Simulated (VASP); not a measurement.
**MgSn2O3: single point with PBE**

MgSn2O3:

```
Mg Sn O
1.0
     2.95233    1.70453    3.01946
    -2.95233    1.70453    3.01946
     0.00000   -3.40906    3.01946
Mg Sn O
1 2 3
Direct
  0.00000 0.00000 0.00000
  0.68441 0.68441 0.68441
  0.31559 0.31559 0.31559
  0.00000 0.50000 0.00000
  0.50000 0.00000 0.00000
  0.00000 0.00000 0.50000
```

The cell was generated, and may not be a known phase.

- Program: VASP 6.6.1
- Task: single point
- Functional: PBE
- Potentials or basis: VASP PAW PBE potentials, release 64 (Mg, Sn_d, O)
- Cutoff: 520 eV
- k mesh: 6 × 6 × 6
- Occupations: gaussian, width 0.1 eV
- Spin: no spin polarisation
- Dipole correction: no
- Further INCAR settings: ALGO = Normal; EDIFF = 1e-07; NBANDS = 33

| Item | Value |
| --- | --- |
| Pressure | -0.1 GPa |
| Largest force | 0.065 eV/Å |
| Band gap on the k mesh | 0.33 eV |

Forces in eV/Å, atoms in the order of the input:
```
Mg   0.000  0.000  0.000
Sn   0.000  0.000 -0.065
Sn   0.000  0.000  0.065
O    0.000  0.000  0.000
O    0.000  0.000  0.000
O    0.000  0.000  0.000
```

Stress tensor (GPa, compression positive):
```
-0.14  0.00  0.00
 0.00 -0.14  0.00
 0.00  0.00  0.09
```

Levels at points of the mesh, in eV from the valence-band top:
| k point | band 22 | band 23 | band 24 | band 25 | band 26 | band 27 |
| --- | --- | --- | --- | --- | --- | --- |
| (0.00, 0.00, 0.00) | -3.00 | -2.70 | 0.00 | 0.33 | 0.33 | 1.89 |
| (0.50, 0.00, 0.00) | -3.22 | -2.84 | -2.21 | 2.12 | 2.62 | 3.40 |
| (0.50, 0.50, 0.00) | -2.79 | -2.44 | -1.78 | 1.00 | 2.92 | 3.18 |
| (0.50, 0.50, 0.50) | -3.14 | -2.38 | -0.57 | 1.14 | 2.95 | 2.95 |

It took 52 s on 1 thread of AMD EPYC 9R45 96-Core Processor (Zen 5), with other jobs on the host, peak memory 0.22 GiB.

Caveat: semilocal functionals underestimate gaps, and a narrow one can read as zero; spin-orbit coupling is left out, which moves the levels of the heavy elements. A k mesh can miss the band edges.
